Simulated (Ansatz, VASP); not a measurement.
**One calculation of K2ZrO2, two programs**

```
CELL_PARAMETERS angstrom
3.93137 0.00000 0.00000
-1.96568 3.40467 0.00000
0.00000 0.00000 11.80205
ATOMIC_POSITIONS crystal
K 0.33333 0.66667 0.26227
K 0.66667 0.33333 0.73773
Zr 0.00000 0.00000 0.00000
O 0.00000 0.00000 0.16549
O 0.00000 0.00000 0.83451
```

Change from the starting cell: species swapped into the Rb2PtC2 type (P-3m1, No. 164).

Alike in both runs: functional PBE; k mesh 12 × 12 × 4; occupations gaussian, width 0.1 eV; no spin polarisation.

Ansatz relaxed the structure, and its values are those at the end. VASP's run is a single point on that final structure, the one shown.

|  | VASP | Ansatz |
| --- | --- | --- |
| version | VASP 6.6.1 | Ansatz 0.2.0 |
| potentials or method | VASP PAW PBE potentials, release 64 (K_sv, Zr_sv, O), cutoff 520 eV | scalar-relativistic, plane waves, PAW |
| valence electrons in the cell | 42 | 42 |

```tsv
	VASP	Ansatz	Ansatz less VASP
gap on the k mesh at the Fermi level (eV)	none	none	-
pressure (GPa)	0.2	0.0	-0.15
rms of the force components (eV/Å)	0.024	0.000	-0.0238
```

A gap of «none» marks a metal or a gap that the smearing closes.
